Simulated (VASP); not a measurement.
# Ga (P6_3/mmc) in VASP: a series of runs

Runs on Ga. Level: RPBE. Tasks: single point.

Program: VASP 6.6.1. These are calculated values, not measurements. Logs are shortened: lines on timing, memory, paths and dates and some standing lists are left out, and cuts for length are marked.

## (1) The cell of the first run

Symmetry: P6_3/mmc, No. 194, hexagonal system. The conventional cell has a = 3.031 Å, b = 3.031 Å, c = 9.899 Å, α = 90.00°, β = 90.00°, γ = 120.00°. Within 4.0 Å of Ga (site symmetry -3m) lie 12 Ga at 3.03 Å. Ga (site symmetry -6m2) has 12 Ga at 3.03 Å within 4.0 Å.

This isn't the form of Ga at room conditions, which is orthorhombic.

## (2) Single point, RPBE (19.70 Å³/atom)

INCAR reads:

```
SYSTEM = Ga
PREC = Accurate
ENCUT = 520
EDIFF = 1E-6
ISMEAR = -1
SIGMA = 0.1
LREAL = .False.
LASPH = .True.
NELM = 60
ALGO = Normal
ISIF = 2
LWAVE = .False.
LCHARG = .False.
GGA = RP
NBANDS = 34
```

KPOINTS reads:

```
Automatic mesh
0
Gamma
  13 13 4
  0 0 0
```

POSCAR reads:

```
Ga
1.0
    3.0314356238      0.0000000000      0.0000000000
   -1.5157178119      2.6253002601      0.0000000000
    0.0000000000      0.0000000000      9.8991103374
Ga
4
Direct
    0.0000000000      0.0000000000      0.0000000000
    0.0000000000      0.0000000000      0.5000000000
    0.3333333333      0.6666666667      0.2500000000
    0.6666666667      0.3333333333      0.7500000000
```

Potentials or basis: VASP PAW PBE potentials, release 64 (Ga_d).

Started as:

```bash
$ cat potpaw_PBE.64/Ga_d/POTCAR > POTCAR
$ mpirun -np 1 vasp_std > vasp.out
```

OUTCAR:

```text
SYSTEM = Ga
   PREC = Accurate
   ENCUT = 520
   EDIFF = 1E-6
   ISMEAR = -1
   LREAL = .False.
   LASPH = .True.
   NELM = 60
   ISIF = 2
   GGA = RP

 ion  position               nearest neighbor table
   1  0.000  0.000  0.000-
   2  0.000  0.000  0.500-
   3  0.333  0.667  0.250-
   4  0.667  0.333  0.750-

  LATTYP: Found a hexagonal cell.
 ALAT       =     3.0314356238
 C/A-ratio  =     3.2654859169

  Lattice vectors:

 A1 = (   3.0314356238,   0.0000000000,   0.0000000000)
 A2 = (  -1.5157178119,   2.6253002601,   0.0000000000)
 A3 = (   0.0000000000,   0.0000000000,   9.8991103374)

Analysis of symmetry for initial positions (statically):
=====================================================================
 Subroutine PRICEL returns:
 Original cell was already a primitive cell.

 Routine SETGRP: Setting up the symmetry group for a
 hexagonal supercell.

 Subroutine GETGRP returns: Found 24 space group operations
 (whereof 12 operations were pure point group operations)
 out of a pool of 24 trial point group operations.

The static configuration has the point symmetry D_3d.
 The point group associated with its full space group is D_6h.

Analysis of symmetry for dynamics (positions and initial velocities):
=====================================================================
 Subroutine PRICEL returns:
 Original cell was already a primitive cell.

 Routine SETGRP: Setting up the symmetry group for a
 hexagonal supercell.

 Subroutine GETGRP returns: Found 24 space group operations
 (whereof 12 operations were pure point group operations)
 out of a pool of 24 trial point group operations.

The dynamic configuration has the point symmetry D_3d.
 The point group associated with its full space group is D_6h.

 Subroutine INISYM returns: Found 24 space group operations
 (whereof 12 operations are pure point group operations),
 and found     1 'primitive' translations

----------------------------------------------------------------------------------------

                                     Primitive cell

  volume of cell :      78.7814
[... 85 lines left out ...]
   ISTART =      0    job   : 0-new  1-cont  2-samecut
   ICHARG =      2    charge: 1-file 2-atom 10-const
   ISPIN  =      1    spin polarized calculation?
   LNONCOLLINEAR =      F non collinear calculations
   LSORBIT =      F    spin-orbit coupling
   LASPH  =      T    aspherical Exc in radial PAW
   ENCUT  =  520.0 eV  38.22 Ry    6.18 a.u.   5.64  5.64 18.41*2*pi/ulx,y,z
   NELM   =     60;   NELMIN=  2; NELMDL= -5     # of ELM steps
   EDIFF  = 0.1E-05   stopping-criterion for ELM
   LREAL  =      F    real-space projection
   EDIFFG = 0.1E-04   stopping-criterion for IOM
   NSW    =      0    number of steps for IOM
   IBRION =     -1    ionic relax: 0-MD 1-quasi-New 2-CG
   NFREE  =      0    steps in history (QN), initial steepest desc. (CG)
   ISIF   =      2    stress and relaxation
   ISYM   =      2    0-nonsym 1-usesym 2-fastsym
   POTIM  = 0.5000    time-step for ionic-motion
   TEBEG  =    0.0;   TEEND  =   0.0 temperature during run
   PSTRESS=    0.0 pullay stress
   NELECT =      52.0000    total number of electrons
   NUPDOWN=      -1.0000    fix difference up-down
   EMIN   =  10.00;   EMAX   =-10.00  energy-range for DOS
   EFERMI =   0.00;   METHOD = LEGACY
   ISMEAR =    -1;   SIGMA  =   0.10  broadening in eV -4-tet -1-fermi 0-gaus
   EFERMI_NEDOS =   21; number of points for ismear=-14 and -15
   IALGO  =     38    algorithm
   IMIX   =      4    mixing-type and parameters
     AMIX     =   0.40;   BMIX     =  1.00
     AMIX_MAG =   1.60;   BMIX_MAG =  1.00
  volume/ion in A,a.u.               =      19.70       132.91
  Fermi-wavevector in a.u.,A,eV,Ry     =   1.425394  2.693603 27.643592  2.031747
  Thomas-Fermi vector in A             =   2.545782
   LORBIT       =      0    0 simple, 1 ext, 2 COOP (PROOUT), +10 PAW based schemes
   GGA     = RP    functional components
   LHFCALC =     F    Hartree Fock is set to
   AEXX    =    0.0000 exact exchange contribution
   IVDW    =     0    specifies the selected vdW correction
   LEPSILON=     F    determine dielectric tensor
   LRPA    =     F    only Hartree local field effects (RPA)
 non-spin polarized calculation
  energy-cutoff  :      520.00
  volume of cell :       78.78
 maximum number of plane-waves:      2149
 NGX is ok and might be reduce to    24
   NGX = 11   NGY = 11   NGZ = 37

 number of electron      51.9999969 magnetization

 Free energy of the ion-electron system (eV)
  ---------------------------------------------------
  ext. energy  EPLUGINS =         0.00000000
  ---------------------------------------------------
  free energy    TOTEN  =       -10.15638522 eV

  energy without entropy =      -10.10168362  energy(sigma->0) =      -10.12903442

 E-fermi :   5.3083     XC(G=0): -10.6785

 val. band max:        5.2885354820   @ k =   0.3846   0.2308   0.2500
 cond. band min:       5.3246383316   @ k =   0.3846   0.1538   0.0000
 fundamental gap:      0.0361028495
 Fermi energy:         5.3083203436

 k-point     1 :       0.0000    0.0000    0.0000
  band No.  band energies     occupation
      1      -9.6608      2.00000
      2      -9.6303      2.00000
      3      -9.6117      2.00000
      4      -9.6021      2.00000
      5      -9.6021      2.00000
      6      -9.5964      2.00000
[... 877 lines left out ...]
     33      14.3152      0.00000
     34      15.0882      0.00000

 [... further k-points ...]

------------------------ aborting loop because EDIFF is reached ----------------------------------------

  FORCE on cell =-STRESS in cart. coord.  units (eV):
  Direction    XX          YY          ZZ          XY          YZ          ZX
  --------------------------------------------------------------------------------------
  -------------------------------------------------------------------------------------
  Total        0.0227538      0.0227538      0.1131372     -0.0000000      0.0000000      0.0000000
  in kB        0.4627434      0.4627434      2.3008716     -0.0000000      0.0000000      0.0000000
  external PRESSURE =       1.0754528 kB  Pullay stress =       0.0000000 kB

 VOLUME and BASIS-vectors are now :
 -----------------------------------------------------------------------------
  energy-cutoff  :      520.00
  volume of cell :       78.78
      direct lattice vectors                 reciprocal lattice vectors
     3.031435624  0.000000000  0.000000000     0.329876707  0.190454405  0.000000000
    -1.515717812  2.625300260  0.000000000     0.000000000  0.380908811  0.000000000
     0.000000000  0.000000000  9.899110337     0.000000000  0.000000000  0.101019179

 POSITION                                       TOTAL-FORCE (eV/Angst)
 -----------------------------------------------------------------------------------
      0.00000      0.00000      0.00000         0.000000     -0.000000      0.000000
      0.00000      0.00000      4.94956         0.000000     -0.000000      0.000000
     -0.00000      1.75020      2.47478        -0.000000      0.000000     -0.000000
      1.51572      0.87510      7.42433         0.000000     -0.000000     -0.000000
 -----------------------------------------------------------------------------------
    total drift:                               -0.000000      0.000000     -0.000000

  FREE ENERGIE OF THE ION-ELECTRON SYSTEM (eV)
  ---------------------------------------------------
  free  energy   TOTEN  =       -10.1563852199 eV

  energy  without entropy=      -10.1016836246  energy(sigma->0) =      -10.12903442
```

stdout:

```text
POSCAR found type information on POSCAR Ga
 POSCAR found :  1 types and       4 ions
 scaLAPACK will be used
 -----------------------------------------------------------------------------
|                                                                             |
|                                                                             |
|     You enforced a specific xc type in the INCAR file but a different       |
|     I HOPE YOU KNOW WHAT YOU ARE DOING!                                     |
|                                                                             |
 -----------------------------------------------------------------------------

 LDA part: xc-table for (Slater+PW92), standard interpolation
 POSCAR, INCAR and KPOINTS ok, starting setup
 FFT: planning ... GRIDC
 FFT: planning ... GRID_SOFT
 FFT: planning ... GRID
 WAVECAR not read
 entering main loop
```

Run time: 57 s. Hardware: 1 thread of Intel Xeon 6975P-C (Granite Rapids), shared host; peak memory 0.27 GiB.

What came out:

| Item | Value |
| --- | --- |
| Free energy | -10.1564 eV |
| Pressure | 0.1 GPa |
| Band gap on the k mesh | zero (bands 26 and 27 overlap by 5.21 eV) |

Caveat: the PAW data sets were made with another functional, which shifts forces and pressure a little.

## (3) Single point, RPBE (20.48 Å³/atom)

This run uses another cell than the first one, of 20.48 Å³/atom.

INCAR reads:

```
  PREC = Accurate
  ENCUT = 520
  EDIFF = 1E-6
  ISMEAR = -1
  SIGMA = 0.1
  LREAL = False
  LASPH = True
  NELM = 80
  ALGO = Normal
  ISIF = 2
  LWAVE = False
  LCHARG = True
  GGA = RP
  LELF = True
  LVHAR = True
  NBANDS = 34
```

KPOINTS reads:

```
Automatic mesh
0
Gamma
  13 13 4
```

POSCAR reads:

```
Ga
1.0
    3.0713275093      0.0000000000      0.0000000000
   -1.5356637547      2.6598476464      0.0000000000
    0.0000000000      0.0000000000     10.0293767278
Ga
4
Direct
    0.0000000000      0.0000000000      0.0000000000
    0.0000000000      0.0000000000      0.5000000000
    0.3333333333      0.6666666667      0.2500000000
    0.6666666667      0.3333333333      0.7500000000
```

Potentials or basis: VASP PAW PBE potentials, release 64 (Ga_d).

Started as:

```bash
$ cat potpaw_PBE.64/Ga_d/POTCAR > POTCAR
$ mpirun -np 1 vasp_std > vasp.out
```

It took 63 s on 1 thread of Intel Xeon 6975P-C (Granite Rapids), shared host; peak memory 0.27 GiB.

The run converged. Its results:

- Free energy: -10.1437 eV
- Pressure: -1.4 GPa
- Band gap on the k mesh: zero (bands 26 and 27 overlap by 5.02 eV)

Stress tensor (GPa, compression positive):
```
-1.49  0.00  0.00
 0.00 -1.49  0.00
 0.00  0.00 -1.30
```

Levels at points of the mesh, in eV from the Fermi level:
| k point | band 24 | band 25 | band 26 | band 27 | band 28 | band 29 |
| --- | --- | --- | --- | --- | --- | --- |
| (0.00, 0.00, 0.00) | -4.86 | -3.60 | 3.38 | 3.39 | 9.13 | 9.13 |
| (0.00, 0.00, 0.50) | -7.00 | -0.72 | -0.72 | 8.02 | 8.02 | 9.38 |

Caveat: the PAW data sets were made with another functional, which shifts forces and pressure a little.
